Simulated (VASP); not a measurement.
# Si5Te (F-43m) in VASP: further runs, part 2 of 2

VASP 6.6.1. Earlier steps stand in the parts before.

## Step 4: Relaxation of cell and atoms, PBE

This run uses another cell than the first one, of 20.15 Å³/atom, 1.165 times its volume.

INCAR reads:

```
ALGO = Normal
EDIFF = 1E-7
EDIFFG = -0.04
ENCUT = 500
GGA = PE
GGA_COMPAT = False
IBRION = 2
ISIF = 3
ISMEAR = 0
LASPH = True
LCHARG = False
LREAL = False
LWAVE = False
NELM = 120
NELMIN = 4
NSW = 90
PREC = Accurate
SIGMA = 0.1
```

KPOINTS reads:

```
k-points
0
Gamma
  4 4 4
```

POSCAR reads:

```
Si5Te
1.0
    0.0000000000      3.9246184800      3.9246184800
    3.9246184800      0.0000000000      3.9246184800
    3.9246184800      3.9246184800      0.0000000000
Si Te
5 1
Direct
    0.2500000000      0.2500000000      0.2500000000
    0.1295901500      0.6234699500      0.6234699500
    0.6234699500      0.6234699500      0.6234699500
    0.6234699500      0.6234699500      0.1295901500
    0.6234699500      0.1295901500      0.6234699500
    0.0000000000      0.0000000000      0.0000000000
```

Potentials or basis: VASP PAW PBE potentials, release 64 (Si, Te).

The run is started by

```
cat potpaw_PBE.64/Si/POTCAR potpaw_PBE.64/Te/POTCAR > POTCAR
mpirun -np 1 vasp_std > vasp.out
```

OUTCAR:

```text
EDIFF = 1E-7
   EDIFFG = -0.04
   ENCUT = 500
   GGA = PE
   IBRION = 2
   ISIF = 3
   ISMEAR = 0
   LASPH = True
   LREAL = False
   NELM = 120
   NELMIN = 4
   NSW = 90
   PREC = Accurate

 ion  position               nearest neighbor table
   1  0.250  0.250  0.250-   6 3.40   6 3.40   6 3.40   6 3.40
   2  0.130  0.623  0.623-   3 2.74   4 2.74   5 2.74   5 2.81   4 2.81   3 2.81   6 3.26   6 3.26
                             6 3.26
   3  0.623  0.623  0.623-   2 2.74   4 2.74   5 2.74   2 2.81   5 2.81   4 2.81   6 3.26   6 3.26
                             6 3.26
   4  0.623  0.623  0.130-   2 2.74   3 2.74   5 2.74   5 2.81   2 2.81   3 2.81   6 3.26   6 3.26
                             6 3.26
   5  0.623  0.130  0.623-   2 2.74   3 2.74   4 2.74   2 2.81   4 2.81   3 2.81   6 3.26   6 3.26
                             6 3.26
   6  0.000  0.000  0.000-   3 3.26   4 3.26   5 3.26   2 3.26   3 3.26   4 3.26   2 3.26   3 3.26
                             5 3.26   2 3.26   4 3.26   5 3.26   1 3.40   1 3.40   1 3.40   1 3.40

  LATTYP: Found a face centered cubic cell.
 ALAT       =     7.8492369600

  Lattice vectors:

 A1 = (   0.0000000000,   3.9246184800,   3.9246184800)
 A2 = (   3.9246184800,   0.0000000000,   3.9246184800)
 A3 = (   3.9246184800,   3.9246184800,   0.0000000000)

Analysis of symmetry for initial positions (statically):
=====================================================================
 Subroutine PRICEL returns:
 Original cell was already a primitive cell.

 Routine SETGRP: Setting up the symmetry group for a
 face centered cubic supercell.

 Subroutine GETGRP returns: Found 24 space group operations
 (whereof 24 operations were pure point group operations)
 out of a pool of 48 trial point group operations.

The static configuration has the point symmetry T_d .

Analysis of symmetry for dynamics (positions and initial velocities):
=====================================================================
 Subroutine PRICEL returns:
 Original cell was already a primitive cell.

 Routine SETGRP: Setting up the symmetry group for a
 face centered cubic supercell.

 Subroutine GETGRP returns: Found 24 space group operations
 (whereof 24 operations were pure point group operations)
 out of a pool of 48 trial point group operations.

The dynamic configuration has the point symmetry T_d .

 Subroutine INISYM returns: Found 24 space group operations
 (whereof 24 operations are pure point group operations),
 and found     1 'primitive' translations

----------------------------------------------------------------------------------------

                                     Primitive cell

  volume of cell :     120.8989

  direct lattice vectors                    reciprocal lattice vectors
     0.000000000  3.924618480  3.924618480    -0.127400919  0.127400919  0.127400919
     3.924618480  0.000000000  3.924618480     0.127400919 -0.127400919  0.127400919
     3.924618480  3.924618480  0.000000000     0.127400919  0.127400919 -0.127400919

  length of vectors
     5.550248682  5.550248682  5.550248682     0.220664864  0.220664864  0.220664864

  position of ions in fractional coordinates (direct lattice)
     0.250000000  0.250000000  0.250000000
     0.129590150  0.623469950  0.623469950
     0.623469950  0.623469950  0.623469950
     0.623469950  0.623469950  0.129590150
     0.623469950  0.129590150  0.623469950
     0.000000000  0.000000000  0.000000000

  ion indices of the primitive-cell ions
   primitive index   ion index
                 1           1
                 2           2
                 3           3
                 4           4
                 5           5
                 6           6

----------------------------------------------------------------------------------------

 KPOINTS: k-points

Automatic generation of k-mesh.
 Grid dimensions read from file:
 generate k-points for:    4    4    4

 Generating k-lattice:

  Cartesian coordinates                     Fractional coordinates (reciprocal lattice)
    -0.031850230  0.031850230  0.031850230     0.250000000  0.000000000  0.000000000
     0.031850230 -0.031850230  0.031850230     0.000000000  0.250000000  0.000000000
     0.031850230  0.031850230 -0.031850230     0.000000000  0.000000000  0.250000000

  Length of vectors
     0.055166216  0.055166216  0.055166216

  Shift w.r.t. Gamma in fractional coordinates (k-lattice)
     0.000000000  0.000000000  0.000000000

 Subroutine IBZKPT returns following result:
 ===========================================

 Found      8 irreducible k-points:

 Following reciprocal coordinates:
            Coordinates               Weight
  0.000000  0.000000  0.000000      1.000000
  0.250000  0.000000  0.000000      8.000000
  0.500000  0.000000  0.000000      4.000000
  0.250000  0.250000  0.000000      6.000000
  0.500000  0.250000  0.000000     24.000000
 -0.250000  0.250000  0.000000     12.000000
  0.500000  0.500000  0.000000      3.000000
 -0.250000  0.500000  0.250000      6.000000
   k-points           NKPTS =      8   k-points in BZ     NKDIM =      8   number of bands    NBANDS=     17
   number of dos      NEDOS =    301   number of ions     NIONS =      6
   total plane-waves  NPLWV =  64000
   dimension x,y,z NGX =    40 NGY =   40 NGZ =   40
   dimension x,y,z NGXF=    80 NGYF=   80 NGZF=   80
   ions per type =               5   1
   NGX,Y,Z   is equivalent  to a cutoff of  11.98, 11.98, 11.98 a.u.
   NGXF,Y,Z  is equivalent  to a cutoff of  23.96, 23.96, 23.96 a.u.
 SYSTEM =  unknown system
   PREC   = accura    normal or accurate (medium, high low for compatibility)
   ISTART =      0    job   : 0-new  1-cont  2-samecut
   ICHARG =      2    charge: 1-file 2-atom 10-const
   ISPIN  =      1    spin polarized calculation?
   LNONCOLLINEAR =      F non collinear calculations
   LSORBIT =      F    spin-orbit coupling
   LASPH  =      T    aspherical Exc in radial PAW
   ENCUT  =  500.0 eV  36.75 Ry    6.06 a.u.  10.12 10.12 10.12*2*pi/ulx,y,z
   NELM   =    120;   NELMIN=  4; NELMDL= -5     # of ELM steps
   EDIFF  = 0.1E-06   stopping-criterion for ELM
   LREAL  =      F    real-space projection
   EDIFFG = -.4E-01   stopping-criterion for IOM
   NSW    =     90    number of steps for IOM
   IBRION =      2    ionic relax: 0-MD 1-quasi-New 2-CG
   NFREE  =      1    steps in history (QN), initial steepest desc. (CG)
   ISIF   =      3    stress and relaxation
   ISYM   =      2    0-nonsym 1-usesym 2-fastsym
   POTIM  = 0.5000    time-step for ionic-motion
   TEBEG  =    0.0;   TEEND  =   0.0 temperature during run
   PSTRESS=    0.0 pullay stress
   NELECT =      26.0000    total number of electrons
   NUPDOWN=      -1.0000    fix difference up-down
   EMIN   =  10.00;   EMAX   =-10.00  energy-range for DOS
   EFERMI =   0.00;   METHOD = LEGACY
   ISMEAR =     0;   SIGMA  =   0.10  broadening in eV -4-tet -1-fermi 0-gaus
   EFERMI_NEDOS =   21; number of points for ismear=-14 and -15
   IALGO  =     38    algorithm
   IMIX   =      4    mixing-type and parameters
     AMIX     =   0.40;   BMIX     =  1.00
     AMIX_MAG =   1.60;   BMIX_MAG =  1.00
  volume/ion in A,a.u.               =      20.15       135.98
  Fermi-wavevector in a.u.,A,eV,Ry     =   0.980826  1.853492 13.089064  0.962019
  Thomas-Fermi vector in A             =   2.111786
   LORBIT       =      0    0 simple, 1 ext, 2 COOP (PROOUT), +10 PAW based schemes
   GGA     = PE    functional components
   LHFCALC =     F    Hartree Fock is set to
   AEXX    =    0.0000 exact exchange contribution
   IVDW    =     0    specifies the selected vdW correction
   LEPSILON=     F    determine dielectric tensor
   LRPA    =     F    only Hartree local field effects (RPA)
 conjugate gradient relaxation of ions
 non-spin polarized calculation
 Gauss-broadening in eV      SIGMA  =   0.10
  energy-cutoff  :      500.00
  volume of cell :      120.90
 maximum number of plane-waves:      3119
   NGX = 21   NGY = 21   NGZ = 21

--------------------------------------- Ionic step        1  -------------------------------------------

 number of electron      25.9999999 magnetization

 Free energy of the ion-electron system (eV)
  ---------------------------------------------------
  ext. energy  EPLUGINS =         0.00000000
  ---------------------------------------------------
  free energy    TOTEN  =       -25.66420422 eV

  energy without entropy =      -25.63914742  energy(sigma->0) =      -25.65167582

------------------------ aborting loop because EDIFF is reached ----------------------------------------

  FORCE on cell =-STRESS in cart. coord.  units (eV):
  Direction    XX          YY          ZZ          XY          YZ          ZX
  --------------------------------------------------------------------------------------
  -------------------------------------------------------------------------------------
  Total       -4.9762985     -4.9762985     -4.9762985     -0.0000000      0.0000000     -0.0000000
  in kB      -65.9469436    -65.9469436    -65.9469436     -0.0000000      0.0000000     -0.0000000
  external PRESSURE =     -65.9469436 kB  Pullay stress =       0.0000000 kB
[... 147 lines left out ...]
--------------------------------------- Ionic step        5  -------------------------------------------

 number of electron      25.9999997 magnetization

 Free energy of the ion-electron system (eV)
  ---------------------------------------------------
  ext. energy  EPLUGINS =         0.00000000
  ---------------------------------------------------
  free energy    TOTEN  =       -26.05441793 eV

  energy without entropy =      -26.01746455  energy(sigma->0) =      -26.03594124

 E-fermi :   9.3889     XC(G=0): -10.8318

 val. band max:        9.3681063090   @ k =   0.5000   0.5000   0.0000
 cond. band min:       9.4202438562   @ k =   0.5000   0.5000   0.0000
 fundamental gap:      0.0521375472
 Fermi energy:         9.3889409815

 k-point     1 :       0.0000    0.0000    0.0000
  band No.  band energies     occupation
      1      -5.0148      2.00000
      2      -0.0566      2.00000
      3       2.4689      2.00000
      4       3.5604      2.00000
      5       3.5604      2.00000
      6       3.5604      2.00000
[... 182 lines left out ...]
  FREE ENERGIE OF THE ION-ELECTRON SYSTEM (eV)
  ---------------------------------------------------
  free  energy   TOTEN  =       -26.0544179329 eV

  energy  without entropy=      -26.0174645459  energy(sigma->0) =      -26.03594124

 reached required accuracy - stopping structural energy minimisation
```

OSZICAR:

```text
N       E                     dE             d eps       ncg     rms          rms(c)
DAV:   1     0.599568532404E+02    0.59957E+02   -0.97778E+03   272   0.120E+03
DAV:   2    -0.223433985498E+02   -0.82300E+02   -0.81145E+02   377   0.160E+02
DAV:   3    -0.259521583220E+02   -0.36088E+01   -0.35276E+01   364   0.317E+01
[... 57 lines left out ...]
DAV:   4    -0.260544483520E+02   -0.90408E-06   -0.70687E-04   313   0.153E-01    0.126E-01
DAV:   5    -0.260544267661E+02    0.21586E-04   -0.44335E-05   299   0.357E-02    0.637E-02
DAV:   6    -0.260544174336E+02    0.93325E-05   -0.39718E-05   310   0.313E-02    0.239E-02
DAV:   7    -0.260544178563E+02   -0.42268E-06   -0.33121E-06   338   0.103E-02    0.906E-03
DAV:   8    -0.260544179329E+02   -0.76579E-07   -0.11369E-07   216   0.194E-03
   5 F= -.26054418E+02 E0= -.26035941E+02  d E =-.224469E-01
```

Run time: 90 s. Hardware: 1 thread of Intel Xeon 6975P-C, shared host; peak memory 0.25 GiB.

What came out:

| Property | Result |
| --- | --- |
| Free energy | -26.0544 eV |
| Relaxed volume | 17.22 Å³/atom |
| Relaxed cell | a = 5.267 Å, b = 5.267 Å, c = 5.267 Å, α = 60.00°, β = 60.00°, γ = 60.00° |
| Space group after relaxing (to 0.05 Å) | F-43m (No. 216) |
| Energy gained by relaxing | 65.0 meV/atom |
| Ionic steps | 5 |
| Pressure after relaxing | 0.3 GPa |
| Largest force after relaxing | 0.019 eV/Å |
| Band gap on the k mesh | zero (band 13 reaches 9.62 eV, above the bottom of band 14 at 6.99 eV) |

Forces on the atoms (eV/Å):
```
Si   0.000  0.000  0.000
Si   0.011 -0.011 -0.011
Si   0.011  0.011  0.011
Si  -0.011 -0.011  0.011
Si  -0.011  0.011 -0.011
Te   0.000  0.000  0.000
```

Step by step:
```csv
step,energy change (eV),largest force (eV/Å),pressure (GPa),volume (Å³)
1,0.0000,0.1702,-6.59,120.90
2,-0.3589,0.1745,-1.29,106.96
3,-0.3678,0.2717,-0.10,104.67
4,-0.3806,0.1933,-0.07,104.16
5,-0.3902,0.0187,0.32,103.31
```

Final structure:
```yaml
crystal:
  lattice:
    - [0.00000, 3.72420, 3.72420]
    - [3.72420, 0.00000, 3.72420]
    - [3.72420, 3.72420, 0.00000]
  atoms:
    - { symbol: Si, position: [0.25000, 0.25000, 0.25000] }
    - { symbol: Si, position: [0.12334, 0.62555, 0.62555] }
    - { symbol: Si, position: [0.62555, 0.62555, 0.62555] }
    - { symbol: Si, position: [0.62555, 0.62555, 0.12334] }
    - { symbol: Si, position: [0.62555, 0.12334, 0.62555] }
    - { symbol: Te, position: [0.00000, 0.00000, 0.00000] }
```

Caveat: spin-orbit coupling is left out, which moves the levels of the heavy elements.

## Step 5: Single point, PBE

This run uses another cell than the first one, of 17.51 Å³/atom, 1.012 times its volume.

INCAR reads:

```
ALGO = Normal ; EDIFF = 1E-6
ENCUT = 500 ; GGA = PE
GGA_COMPAT = False ; ISIF = 2
ISMEAR = 0 ; LASPH = True
LCHARG = False ; LREAL = False
LWAVE = False ; NBANDS = 22
NELM = 120 ; PREC = Accurate
SIGMA = 0.1
```

KPOINTS reads:

```
k-points
0
Gamma
  10 10 10
```

POSCAR reads:

```
Si5Te
1.0
    0.0000000000      3.7450495683      3.7450495683
    3.7450495683      0.0000000000      3.7450495683
    3.7450495683      3.7450495683      0.0000000000
Si Te
5 1
Direct
    0.7500000000      0.7500000000      0.7500000000
    0.3758083656      0.3758083656      0.8725749032
    0.3758083656      0.8725749032      0.3758083656
    0.3758083656      0.3758083656      0.3758083656
    0.8725749032      0.3758083656      0.3758083656
    0.0000000000      0.0000000000      0.0000000000
```

The run is started by

```
cat potpaw_PBE.64/Si/POTCAR potpaw_PBE.64/Te/POTCAR > POTCAR
mpirun -np 1 vasp_std > vasp.out
```

Run time: 1.9 min. Hardware: 1 thread of Intel Xeon 6975P-C, shared host; peak memory 0.29 GiB.

Results (log left out):

```
Free energy            : -26.2532 eV
Pressure               : 0.0 GPa
Largest force          : 0.013 eV/Å
Band gap on the k mesh : zero (band 13 reaches 10.32 eV, above the bottom of band 14 at 6.82 eV)
```

Forces on the atoms (eV/Å):
```
Si   0.000  0.000  0.000
Si  -0.007 -0.007  0.007
Si  -0.007  0.007 -0.007
Si   0.007  0.007  0.007
Si   0.007 -0.007 -0.007
Te   0.000  0.000  0.000
```

Levels at points of the mesh, in eV from the Fermi level:
```tsv
k point	band 9	band 10	band 11	band 12	band 13	band 14	band 15	band 16	band 17	band 18
(0.00, 0.00, 0.00)	-5.23	-5.23	-2.95	-2.95	-2.95	-2.32	-2.32	3.94	3.94	3.94
(0.50, 0.00, 0.00)	-2.94	-2.11	-1.24	-1.24	-0.71	-0.71	1.66	2.45	2.83	2.83
(0.50, 0.50, 0.00)	-1.36	-1.36	-0.41	-0.41	0.02	0.09	0.15	1.20	1.41	1.41
```

Caveat: spin-orbit coupling is left out, which moves the levels of the heavy elements.

## Step 6: Relaxation of cell and atoms, PBE

INCAR reads:

```
  PREC = Accurate
  ENCUT = 500
  EDIFF = 1E-7
  ISMEAR = 0
  SIGMA = 0.1
  LREAL = F
  LASPH = T
  NELM = 120
  ALGO = Normal
  ISIF = 3
  LWAVE = F
  LCHARG = F
  GGA = PE
  IBRION = 2
  NSW = 100
  EDIFFG = -0.01
  GGA_COMPAT = F
  NELMIN = 4
```

KPOINTS reads:

```
Automatic mesh
0
Gamma
  10 10 10
```

POSCAR reads:

```
Si5Te
1.0
    0.0000000000      3.7296461833      3.7296461833
    3.7296461833      0.0000000000      3.7296461833
    3.7296461833      3.7296461833      0.0000000000
Si Te
5 1
Direct
    0.7500000000      0.7500000000      0.7500000000
    0.3743232227      0.3743232227      0.8770303320
    0.3743232227      0.8770303320      0.3743232227
    0.3743232227      0.3743232227      0.3743232227
    0.8770303320      0.3743232227      0.3743232227
    0.0000000000      0.0000000000      0.0000000000
```

Potentials or basis: VASP PAW PBE potentials, release 64 (Si, Te).

The run is started by

```
cat potpaw_PBE.64/Si/POTCAR potpaw_PBE.64/Te/POTCAR > POTCAR
mpirun -np 1 vasp_std > vasp.out
```

Run time: 5 min. Hardware: 1 thread of Intel Xeon 6975P-C, shared host; peak memory 0.3 GiB.

The run converged. Its results:

- Free energy: -26.2531 eV
- Relaxed volume: 17.50 Å³/atom
- Relaxed cell: a = 5.295 Å, b = 5.295 Å, c = 5.295 Å, α = 60.00°, β = 60.00°, γ = 60.00°
- Space group after relaxing (to 0.05 Å): F-43m (No. 216)
- Energy gained by relaxing: 2.1 meV/atom
- Ionic steps: 5
- Pressure after relaxing: 0.0 GPa
- Band gap on the k mesh: zero (band 13 reaches 10.33 eV, above the bottom of band 14 at 6.83 eV)

The path:
```tsv
step	energy change (eV)	largest force (eV/Å)	pressure (GPa)	volume (Å³)
1	0.0000	0.2355	0.88	103.76
2	-0.0107	0.0999	-0.15	105.20
3	-0.0111	0.0725	-0.37	105.52
4	-0.0126	0.0142	-0.06	105.08
5	-0.0126	0.0016	0.00	104.99
```

Final structure:
```
CELL_PARAMETERS angstrom
0.00000 3.74426 3.74426
3.74426 0.00000 3.74426
3.74426 3.74426 0.00000
ATOMIC_POSITIONS crystal
Si 0.75000 0.75000 0.75000
Si 0.37588 0.37588 0.87236
Si 0.37588 0.87236 0.37588
Si 0.37588 0.37588 0.37588
Si 0.87236 0.37588 0.37588
Te 0.00000 0.00000 0.00000
```

Levels at points of the mesh, in eV from the Fermi level:
| k point | band 10 | band 11 | band 12 | band 13 | band 14 | band 15 | band 16 | band 17 |
| --- | --- | --- | --- | --- | --- | --- | --- | --- |
| (0.00, 0.00, 0.00) | -5.23 | -2.95 | -2.95 | -2.95 | -2.33 | -2.33 | 3.95 | 3.95 |
| (0.50, 0.00, 0.00) | -2.11 | -1.24 | -1.24 | -0.71 | -0.71 | 1.66 | 2.45 | 2.83 |
| (0.50, 0.50, 0.00) | -1.36 | -0.41 | -0.41 | 0.01 | 0.09 | 0.15 | 1.19 | 1.41 |

Caveat: spin-orbit coupling is left out, which moves the levels of the heavy elements.

## Step 7: The runs side by side

| task | cell | k mesh | gap on the mesh (eV) | pressure (GPa) | relaxed volume (Å³/atom) | largest force (eV/Å) |
| --- | --- | --- | --- | --- | --- | --- |
| single point | a = 5.275 Å, angles 60.0°, 6 atoms | 4 × 4 × 4 | none | 0.0 | - | - |
| single point | a = 5.550 Å, angles 60.0°, 6 atoms | 4 × 4 × 4 | none | -6.6 | - | 0.17 |
| relaxation of cell and atoms | relaxed from a = 5.550 Å, angles 60.0°, 6 atoms | 4 × 4 × 4 | none | 0.3 | 17.22 | 0.02 |
| single point | a = 5.296 Å, angles 60.0°, 6 atoms | 10 × 10 × 10 | none | 0.0 | - | 0.01 |
| relaxation of cell and atoms | relaxed from a = 5.275 Å, angles 60.0°, 6 atoms | 10 × 10 × 10 | none | 0.0 | 17.50 | - |

Alike in all rows: level PBE; potentials or basis VASP PAW PBE potentials, release 64 (Si, Te); no spin polarisation; cutoff (eV) 500; smearing gaussian 0.1 eV.

Caveats: some runs use coarse meshes; spin-orbit coupling is left out, which moves the levels of the heavy elements.

Absolute energies hang on the potentials; compare differences alone.
